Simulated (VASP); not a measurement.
# BaZnPF (P4/nmm) in VASP: settings compared

The runs below take BaZnPF through single point, with r2SCAN, PBE.

Program: VASP 6.6.1. These are calculated values, not measurements. Logs are shortened: lines on timing, memory, paths and dates and some standing lists are left out, and cuts for length are marked.

**1. The cell of the first run**

Symmetry: P4/nmm, No. 129, tetragonal system. The conventional cell has a = 4.058 Å, b = 4.058 Å, c = 9.300 Å, α = 90.00°, β = 90.00°, γ = 90.00°. Within 3.4 Å of Ba (site symmetry 4mm) lie 4 F at 2.57 Å and 4 P at 3.34 Å. Within 3.2 Å of Zn (site symmetry -4m2) lie 4 P at 2.45 Å and 4 Zn at 2.87 Å. P (site symmetry 4mm) has 4 Zn at 2.45 Å within 3.2 Å. F (site symmetry -4m2) has 4 Ba at 2.57 Å and 4 F at 2.87 Å within 3.4 Å.

**2. Single point, r2SCAN (19.14 Å³/atom)**

Contents of POSCAR:

```
BaZnPF
1.0
    4.0577035244      0.0000000000      0.0000000000
    0.0000000000      4.0577035244      0.0000000000
    0.0000000000      0.0000000000      9.2995740473
Ba Zn P F
2 2 2 2
Direct
    0.5000000000      0.0000000000      0.3311857407
    0.0000000000      0.5000000000      0.6688142593
    0.5000000000      0.5000000000      0.0000000000
    0.0000000000      0.0000000000      0.0000000000
    0.0000000000      0.5000000000      0.1468826657
    0.5000000000      0.0000000000      0.8531173343
    0.5000000000      0.5000000000      0.5000000000
    0.0000000000      0.0000000000      0.5000000000
```

Contents of INCAR.step1:

```
SYSTEM = BaZnPF
PREC = Accurate
ENCUT = 520
ISMEAR = 0
SIGMA = 0.01
LREAL = .False.
LASPH = .True.
NELM = 80
NBANDS = 44
GGA = PE
ALGO = Normal
EDIFF = 1E-4
LWAVE = .True.
LCHARG = .False.
```

Contents of INCAR.step2:

```
SYSTEM = BaZnPF
PREC = Accurate
ENCUT = 520
EDIFF = 1E-6
ISMEAR = 0
SIGMA = 0.01
LREAL = .False.
LASPH = .True.
NELM = 80
ALGO = Normal
ISIF = 2
LWAVE = .False.
LCHARG = .False.
METAGGA = R2SCAN
LMIXTAU = .True.
NBANDS = 44
ISTART = 1
```

Contents of KPOINTS:

```
regular mesh
0
Gamma
  6 6 2
  0 0 0
```

Potentials or basis: VASP PAW PBE potentials, release 64 (Ba_sv, Zn, P, F).

Started as:

```bash
$ cat potpaw_PBE.64/Ba_sv/POTCAR potpaw_PBE.64/Zn/POTCAR potpaw_PBE.64/P/POTCAR potpaw_PBE.64/F/POTCAR > POTCAR
$ cp INCAR.step1 INCAR
$ mpirun -np 1 vasp_std > vasp.out
$ cp INCAR.step2 INCAR
$ mpirun -np 1 vasp_std > vasp.out
```

OUTCAR:

```text
SYSTEM = BaZnPF
   PREC = Accurate
   ENCUT = 520
   EDIFF = 1E-6
   ISMEAR = 0
   LREAL = .False.
   LASPH = .True.
   NELM = 80
   ISIF = 2
   METAGGA = R2SCAN
   ISTART = 1

 ion  position               nearest neighbor table
   1  0.500  0.000  0.331-   7 2.57   8 2.57   7 2.57   8 2.57   5 3.34   5 3.34   5 3.34   5 3.34
                             4 3.69   3 3.69   4 3.69   3 3.69   2 4.25   2 4.25   2 4.25   2 4.25
   2  0.000  0.500  0.669-   7 2.57   8 2.57   8 2.57   7 2.57   6 3.34   6 3.34   6 3.34   6 3.34
                             3 3.69   4 3.69   4 3.69   3 3.69   1 4.25   1 4.25   1 4.25   1 4.25
   3  0.500  0.500  0.000-   5 2.45   6 2.45   6 2.45   5 2.45   4 2.87   4 2.87   4 2.87   4 2.87
                             2 3.69   1 3.69   2 3.69   1 3.69
   4  0.000  0.000  0.000-   5 2.45   6 2.45   5 2.45   6 2.45   3 2.87   3 2.87   3 2.87   3 2.87
                             1 3.69   2 3.69   2 3.69   1 3.69
   5  0.000  0.500  0.147-   3 2.45   4 2.45   4 2.45   3 2.45   1 3.34   1 3.34   1 3.34   1 3.34

   6  0.500  0.000  0.853-   3 2.45   4 2.45   3 2.45   4 2.45   2 3.34   2 3.34   2 3.34   2 3.34

   7  0.500  0.500  0.500-   1 2.57   2 2.57   1 2.57   2 2.57
   8  0.000  0.000  0.500-   1 2.57   2 2.57   2 2.57   1 2.57

  LATTYP: Found a simple tetragonal cell.
 ALAT       =     4.0577035244
 C/A-ratio  =     2.2918318185

  Lattice vectors:

 A1 = (   4.0577035244,   0.0000000000,   0.0000000000)
 A2 = (   0.0000000000,   4.0577035244,   0.0000000000)
 A3 = (   0.0000000000,   0.0000000000,   9.2995740473)

Analysis of symmetry for initial positions (statically):
=====================================================================
 Subroutine PRICEL returns:
 Original cell was already a primitive cell.

 Routine SETGRP: Setting up the symmetry group for a
 simple tetragonal supercell.

 Subroutine GETGRP returns: Found 16 space group operations
 (whereof  8 operations were pure point group operations)
 out of a pool of 16 trial point group operations.

The static configuration has the point symmetry D_2d.
 The point group associated with its full space group is D_4h.

Analysis of symmetry for dynamics (positions and initial velocities):
=====================================================================
 Subroutine PRICEL returns:
 Original cell was already a primitive cell.

 Routine SETGRP: Setting up the symmetry group for a
 simple tetragonal supercell.

 Subroutine GETGRP returns: Found 16 space group operations
 (whereof  8 operations were pure point group operations)
 out of a pool of 16 trial point group operations.

The dynamic configuration has the point symmetry D_2d.
[... 116 lines left out ...]
   TEBEG  =    0.0;   TEEND  =   0.0 temperature during run
   PSTRESS=    0.0 pullay stress
   NELECT =      68.0000    total number of electrons
   NUPDOWN=      -1.0000    fix difference up-down
   EMIN   =  10.00;   EMAX   =-10.00  energy-range for DOS
   EFERMI =   0.00;   METHOD = LEGACY
   ISMEAR =     0;   SIGMA  =   0.01  broadening in eV -4-tet -1-fermi 0-gaus
   EFERMI_NEDOS =   21; number of points for ismear=-14 and -15
   IALGO  =     38    algorithm
   IMIX   =      4    mixing-type and parameters
     AMIX     =   0.40;   BMIX     =  1.00
     AMIX_MAG =   1.60;   BMIX_MAG =  1.00
  volume/ion in A,a.u.               =      19.14       129.16
  Fermi-wavevector in a.u.,A,eV,Ry     =   1.249021  2.360308 21.225832  1.560055
  Thomas-Fermi vector in A             =   2.383081
   LORBIT       =      0    0 simple, 1 ext, 2 COOP (PROOUT), +10 PAW based schemes
   METAGGA = R2SCAN    functional components
   LHFCALC =     F    Hartree Fock is set to
   AEXX    =    0.0000 exact exchange contribution
   IVDW    =     0    specifies the selected vdW correction
   LEPSILON=     F    determine dielectric tensor
   LRPA    =     F    only Hartree local field effects (RPA)
 non-spin polarized calculation
 Gauss-broadening in eV      SIGMA  =   0.01
  energy-cutoff  :      520.00
  volume of cell :      153.12
 maximum number of plane-waves:      4154
   NGX = 15   NGY = 15   NGZ = 35

 number of electron      68.0000016 magnetization

 Free energy of the ion-electron system (eV)
  ---------------------------------------------------
  ext. energy  EPLUGINS =         0.00000000
  ---------------------------------------------------
  free energy    TOTEN  =      -111.22809201 eV

  energy without entropy =     -111.22809201  energy(sigma->0) =     -111.22809201

 E-fermi :   3.7633     XC(G=0): -10.6218

 val. band max:        3.6220230987   @ k =   0.0000   0.0000   0.0000
 cond. band min:       4.3332457383   @ k =   0.0000   0.0000   0.0000
 fundamental gap:      0.7112226397
 Fermi energy:         3.7632692889

 k-point     1 :       0.0000    0.0000    0.0000
  band No.  band energies     occupation
      1     -24.7445      2.00000
      2     -24.3590      2.00000
      3     -21.5572      2.00000
      4     -21.5416      2.00000
      5      -9.4836      2.00000
      6      -9.3922      2.00000
[... 929 lines left out ...]
     43      11.8233      0.00000
     44      11.8235      0.00000

------------------------ aborting loop because EDIFF is reached ----------------------------------------

  FORCE on cell =-STRESS in cart. coord.  units (eV):
  Direction    XX          YY          ZZ          XY          YZ          ZX
  --------------------------------------------------------------------------------------
  -------------------------------------------------------------------------------------
  Total        5.6637041      5.6637041      5.5556505      0.0000000     -0.0000000      0.0000000
  in kB       59.2635221     59.2635221     58.1328772      0.0000000     -0.0000000      0.0000000
  external PRESSURE =      58.8866404 kB  Pullay stress =       0.0000000 kB

 VOLUME and BASIS-vectors are now :
 -----------------------------------------------------------------------------
  energy-cutoff  :      520.00
  volume of cell :      153.12
      direct lattice vectors                 reciprocal lattice vectors
     4.057703524  0.000000000  0.000000000     0.246444816  0.000000000  0.000000000
     0.000000000  4.057703524  0.000000000     0.000000000  0.246444816  0.000000000
     0.000000000  0.000000000  9.299574047     0.000000000  0.000000000  0.107531807

 POSITION                                       TOTAL-FORCE (eV/Angst)
 -----------------------------------------------------------------------------------
      2.02885      0.00000      3.07989         0.000000     -0.000000     -0.505829
      0.00000      2.02885      6.21969         0.000000      0.000000      0.505829
      2.02885      2.02885      0.00000        -0.000000      0.000000      0.000000
      0.00000      0.00000      0.00000         0.000000     -0.000000      0.000000
      0.00000      2.02885      1.36595         0.000000      0.000000      0.300522
      2.02885      0.00000      7.93363         0.000000     -0.000000     -0.300522
      2.02885      2.02885      4.64979         0.000000      0.000000      0.000000
      0.00000      0.00000      4.64979         0.000000     -0.000000      0.000000
 -----------------------------------------------------------------------------------
    total drift:                                0.000000      0.000000      0.000000

  FREE ENERGIE OF THE ION-ELECTRON SYSTEM (eV)
  ---------------------------------------------------
  free  energy   TOTEN  =      -111.2280920141 eV

  energy  without entropy=     -111.2280920141  energy(sigma->0) =     -111.22809201
```

OSZICAR.step1:

```text
N       E                     dE             d eps       ncg     rms          rms(c)
DAV:   1     0.674957499342E+03    0.67496E+03   -0.31226E+04  1760   0.168E+03
DAV:   2     0.483031849299E+02   -0.62665E+03   -0.59259E+03  1920   0.412E+02
DAV:   3    -0.341116019190E+02   -0.82415E+02   -0.81422E+02  1996   0.159E+02
DAV:   4    -0.383554595671E+02   -0.42439E+01   -0.42269E+01  2376   0.314E+01
DAV:   5    -0.384914943570E+02   -0.13603E+00   -0.13594E+00  2540   0.550E+00    0.131E+01
DAV:   6    -0.350448603535E+02    0.34466E+01   -0.13101E+01  2332   0.478E+01    0.894E+00
DAV:   7    -0.351093985738E+02   -0.64538E-01   -0.33650E+00  2056   0.104E+01    0.490E+00
DAV:   8    -0.350890001554E+02    0.20398E-01   -0.22128E-01  2152   0.272E+00    0.145E+00
DAV:   9    -0.350870784932E+02    0.19217E-02   -0.43990E-02  2616   0.162E+00    0.231E-01
DAV:  10    -0.350884901960E+02   -0.14117E-02   -0.86091E-03  2000   0.502E-01    0.186E-01
DAV:  11    -0.350895461687E+02   -0.10560E-02   -0.19487E-03  2304   0.297E-01    0.697E-02
DAV:  12    -0.350895884344E+02   -0.42266E-04   -0.71913E-04  2212   0.177E-01
   1 F= -.35089588E+02 E0= -.35089588E+02  d E =-.109741E-71
```

Run time: 12 min. Hardware: 1 thread of Intel Xeon 8259CL, shared host; peak memory 0.34 GiB.

Results:

```yaml
Free_energy: -111.2281 eV
Pressure: 5.9 GPa
Largest_force: 0.506 eV/Å
Band_gap_on_the_k_mesh: 0.71 eV
```

Forces in eV/Å, atoms in the order of the input:
```
Ba   0.000  0.000 -0.506
Ba   0.000  0.000  0.506
Zn   0.000  0.000  0.000
Zn   0.000  0.000  0.000
P    0.000  0.000  0.301
P    0.000  0.000 -0.301
F    0.000  0.000  0.000
F    0.000  0.000  0.000
```

Stress tensor (GPa, compression positive):
```
5.93 0.00 0.00
0.00 5.93 0.00
0.00 0.00 5.81
```

Caveat: the cell stands under pressure; semilocal functionals underestimate gaps, and a narrow one can read as zero; the PAW data sets were made with another functional, which shifts forces and pressure a little; spin-orbit coupling is left out, which moves the levels of the heavy elements.

**3. Single point, PBE**

This run uses another cell than the first one, of 20.36 Å³/atom.

Contents of INCAR:

```
ALGO     = Normal         # electronic algorithm
EDIFF    = 1E-7           # SCF threshold, eV
ENCUT    = 520            # plane-wave cutoff, eV
GGA      = PE             # functional
ISIF     = 2              # what is computed and relaxed
ISMEAR   = 0              # smearing method
LASPH    = True           # aspherical terms in the spheres
LCHARG   = False          # write CHGCAR
LREAL    = False          # projectors in reciprocal space
LWAVE    = False          # write WAVECAR
NBANDS   = 44             # bands
NELM     = 80             # most SCF steps
PREC     = Accurate       # precision mode
SIGMA    = 0.01           # smearing width, eV
```

Contents of KPOINTS:

```
k-points
0
Gamma
  6 6 4
```

Edit POSCAR of step 2 so:

```diff
@@ -2,5 +2,5 @@
 1.0
-    4.0577035244      0.0000000000      0.0000000000
-    0.0000000000      4.0577035244      0.0000000000
-    0.0000000000      0.0000000000      9.2995740473
+    4.1422632358      0.0000000000      0.0000000000
+    0.0000000000      4.1422632358      0.0000000000
+    0.0000000000      0.0000000000      9.4933706844
 Ba Zn P F
```

Potentials or basis: VASP PAW PBE potentials, release 64 (Ba_sv, Zn, P, F).

Started as:

```bash
$ cat potpaw_PBE.64/Ba_sv/POTCAR potpaw_PBE.64/Zn/POTCAR potpaw_PBE.64/P/POTCAR potpaw_PBE.64/F/POTCAR > POTCAR
$ mpirun -np 1 vasp_std > vasp.out
```

It took 5.8 min on 1 thread of Intel Xeon 8259CL, shared host; peak memory 0.39 GiB.

It converged, with:

```yaml
Free_energy: -35.3713 eV
Pressure: 2.1 GPa
Largest_force: 0.275 eV/Å
Band_gap_on_the_k_mesh: 0.44 eV
```

Forces in eV/Å, atoms in the order of the input:
```
Ba   0.000  0.000 -0.275
Ba   0.000  0.000  0.275
Zn   0.000  0.000  0.000
Zn   0.000  0.000  0.000
P    0.000  0.000  0.191
P    0.000  0.000 -0.191
F    0.000  0.000  0.000
F    0.000  0.000  0.000
```

Stress tensor (GPa, compression positive):
```
2.16 0.00 0.00
0.00 2.16 0.00
0.00 0.00 2.08
```

Levels at points of the mesh, in eV from the valence-band top:
```csv
k point,band 31,band 32,band 33,band 34,band 35,band 36,band 37,band 38
"(0.00, 0.00, 0.00)",-2.24,-0.55,0.00,0.00,0.44,1.57,2.37,2.45
"(0.50, 0.00, 0.00)",-1.00,-1.00,-0.93,-0.93,2.03,2.03,3.00,3.00
"(0.50, 0.50, 0.00)",-2.51,-2.51,-2.38,-2.38,2.55,2.55,3.18,3.18
"(0.00, 0.00, 0.50)",-2.25,-0.82,0.00,0.00,0.56,1.71,1.84,3.04
"(0.50, 0.00, 0.50)",-0.98,-0.98,-0.92,-0.92,2.15,2.15,2.95,2.95
"(0.50, 0.50, 0.50)",-2.44,-2.44,-2.44,-2.44,2.67,2.67,3.28,3.28
```

Caveat: semilocal functionals underestimate gaps, and a narrow one can read as zero; spin-orbit coupling is left out, which moves the levels of the heavy elements.

**4. Single point, r2SCAN (19.75 Å³/atom)**

This run uses another cell than the first one, of 19.75 Å³/atom.

Edit POSCAR of step 3 so:

```diff
@@ -2,5 +2,5 @@
 1.0
-    4.1422632358      0.0000000000      0.0000000000
-    0.0000000000      4.1422632358      0.0000000000
-    0.0000000000      0.0000000000      9.4933706844
+    4.1004193321      0.0000000000      0.0000000000
+    0.0000000000      4.1004193321      0.0000000000
+    0.0000000000      0.0000000000      9.3974714946
 Ba Zn P F
```

Contents of INCAR.step1:

```
ALGO = Normal ; EDIFF = 1E-4
ENCUT = 520 ; GGA = PE
ISMEAR = 0 ; LASPH = True
LCHARG = False ; LREAL = False
LWAVE = True ; NBANDS = 44
NELM = 80 ; PREC = Accurate
SIGMA = 0.01
```

Contents of INCAR.step2:

```
ALGO = Normal ; EDIFF = 1E-6
ENCUT = 520 ; ISIF = 2
ISMEAR = 0 ; ISTART = 1
LASPH = True ; LCHARG = False
LMIXTAU = True ; LREAL = False
LWAVE = False ; METAGGA = R2SCAN
NBANDS = 44 ; NELM = 80
PREC = Accurate ; SIGMA = 0.01
```

Contents of KPOINTS:

```
k-points
0
Gamma
  6 6 2
```

Started as:

```bash
$ cat potpaw_PBE.64/Ba_sv/POTCAR potpaw_PBE.64/Zn/POTCAR potpaw_PBE.64/P/POTCAR potpaw_PBE.64/F/POTCAR > POTCAR
$ cp INCAR.step1 INCAR
$ mpirun -np 1 vasp_std > vasp.out
$ cp INCAR.step2 INCAR
$ mpirun -np 1 vasp_std > vasp.out
```

Run time: 12 min. Hardware: 1 thread of Intel Xeon 8259CL, shared host; peak memory 0.34 GiB.

It converged, with:

```yaml
Free_energy: -111.3661 eV
Pressure: 3.1 GPa
Largest_force: 0.306 eV/Å
Band_gap_on_the_k_mesh: 0.73 eV
```

Forces in eV/Å, atoms in the order of the input:
```
Ba   0.000  0.000 -0.306
Ba   0.000  0.000  0.306
Zn   0.000  0.000  0.000
Zn   0.000  0.000  0.000
P    0.000  0.000  0.122
P    0.000  0.000 -0.122
F    0.000  0.000  0.000
F    0.000  0.000  0.000
```

Levels at points of the mesh, in eV from the valence-band top:
```
           k point  band 30  band 31  band 32  band 33  band 34  band 35  band 36  band 37  band 38  band 39
(0.00, 0.00, 0.00)    -2.43    -2.43    -0.58     0.00     0.00     0.73     1.84     2.64     3.18     4.12
(0.50, 0.00, 0.00)    -4.58    -1.05    -1.05    -1.01    -1.01     2.46     2.46     3.32     3.32     4.25
(0.50, 0.50, 0.00)    -4.76    -2.69    -2.69    -2.53    -2.53     2.89     2.89     3.62     3.62     5.87
(0.00, 0.00, 0.50)    -2.43    -2.43    -0.82     0.00     0.00     0.86     2.01     2.12     3.73     4.05
(0.50, 0.00, 0.50)    -4.49    -1.04    -1.04    -1.00    -1.00     2.58     2.58     3.31     3.31     4.14
(0.50, 0.50, 0.50)    -4.63    -2.62    -2.62    -2.60    -2.60     3.06     3.06     3.73     3.73     5.19
```

Caveat: the cell stands under pressure; semilocal functionals underestimate gaps, and a narrow one can read as zero; the PAW data sets were made with another functional, which shifts forces and pressure a little; spin-orbit coupling is left out, which moves the levels of the heavy elements. A k mesh can miss the band edges.

**5. Single point, r2SCAN**

This run uses another cell than the first one, of 20.36 Å³/atom.

Edit POSCAR of step 4 so:

```diff
@@ -2,5 +2,5 @@
 1.0
-    4.1004193321      0.0000000000      0.0000000000
-    0.0000000000      4.1004193321      0.0000000000
-    0.0000000000      0.0000000000      9.3974714946
+    4.1422632358      0.0000000000      0.0000000000
+    0.0000000000      4.1422632358      0.0000000000
+    0.0000000000      0.0000000000      9.4933706844
 Ba Zn P F
```

Contents of INCAR.step1:

```
ALGO = Normal
EDIFF = 1E-4
ENCUT = 520
GGA = PE
ISMEAR = 0
LASPH = T
LCHARG = F
LREAL = F
LWAVE = T
NBANDS = 44
NELM = 60
PREC = Accurate
SIGMA = 0.01
```

Contents of INCAR.step2:

```
ALGO = Normal
EDIFF = 1E-6
ENCUT = 520
ISIF = 2
ISMEAR = 0
ISTART = 1
LASPH = T
LCHARG = F
LMIXTAU = T
LREAL = F
LWAVE = F
METAGGA = R2SCAN
NBANDS = 44
NELM = 60
PREC = Accurate
SIGMA = 0.01
```

KPOINTS is that of step 4.

Started as:

```bash
$ cat potpaw_PBE.64/Ba_sv/POTCAR potpaw_PBE.64/Zn/POTCAR potpaw_PBE.64/P/POTCAR potpaw_PBE.64/F/POTCAR > POTCAR
$ cp INCAR.step1 INCAR
$ mpirun -np 1 vasp_std > vasp.out
$ cp INCAR.step2 INCAR
$ mpirun -np 1 vasp_std > vasp.out
```

It took 11 min on 1 thread of Intel Xeon 8259CL, shared host; peak memory 0.38 GiB.

It converged, with:

```yaml
Free_energy: -111.4253 eV
Pressure: 0.7 GPa
Largest_force: 0.131 eV/Å
Band_gap_on_the_k_mesh: 0.74 eV
```

Forces in eV/Å, atoms in the order of the input:
```
Ba   0.000  0.000 -0.131
Ba   0.000  0.000  0.131
Zn   0.000  0.000  0.000
Zn   0.000  0.000  0.000
P    0.000  0.000 -0.036
P    0.000  0.000  0.036
F    0.000  0.000  0.000
F    0.000  0.000  0.000
```

Levels at points of the mesh, in eV from the valence-band top:
| k point | band 32 | band 33 | band 34 | band 35 | band 36 | band 37 |
| --- | --- | --- | --- | --- | --- | --- |
| (0.00, 0.00, 0.00) | -0.55 | 0.00 | 0.00 | 0.74 | 1.87 | 2.69 |
| (0.50, 0.00, 0.00) | -1.01 | -0.97 | -0.97 | 2.42 | 2.42 | 3.34 |
| (0.50, 0.50, 0.00) | -2.57 | -2.45 | -2.45 | 2.87 | 2.87 | 3.57 |
| (0.00, 0.00, 0.50) | -0.79 | 0.00 | 0.00 | 0.86 | 2.03 | 2.18 |
| (0.50, 0.00, 0.50) | -1.00 | -0.96 | -0.96 | 2.53 | 2.53 | 3.31 |
| (0.50, 0.50, 0.50) | -2.51 | -2.50 | -2.50 | 3.03 | 3.03 | 3.67 |

Caveat: semilocal functionals underestimate gaps, and a narrow one can read as zero; the PAW data sets were made with another functional, which shifts forces and pressure a little; spin-orbit coupling is left out, which moves the levels of the heavy elements.

**6. Summary**

| level | cell | k mesh | gap on the mesh (eV) | pressure (GPa) | largest force (eV/Å) |
| --- | --- | --- | --- | --- | --- |
| r2SCAN | a = 4.058, b = 4.058, c = 9.300 Å, 8 atoms | 6 × 6 × 2 | 0.71 | 5.9 | 0.51 |
| PBE | a = 4.142, b = 4.142, c = 9.493 Å, 8 atoms | 6 × 6 × 4 | 0.44 | 2.1 | 0.28 |
| r2SCAN | a = 4.100, b = 4.100, c = 9.397 Å, 8 atoms | 6 × 6 × 2 | 0.73 | 3.1 | 0.31 |
| r2SCAN | a = 4.142, b = 4.142, c = 9.493 Å, 8 atoms | 6 × 6 × 2 | 0.74 | 0.7 | 0.13 |

Alike in all rows: task single point; potentials or basis VASP PAW PBE potentials, release 64 (Ba_sv, Zn, P, F); no spin polarisation; cutoff (eV) 520; smearing gaussian 0.01 eV.

Caveats: semilocal functionals underestimate gaps, and a narrow one can read as zero; spin-orbit coupling is left out, which moves the levels of the heavy elements; the PAW data sets were made with another functional, which shifts forces and pressure a little (at least some runs); the cell stands under pressure (at least some runs).

Absolute energies hang on the potentials; compare differences alone.
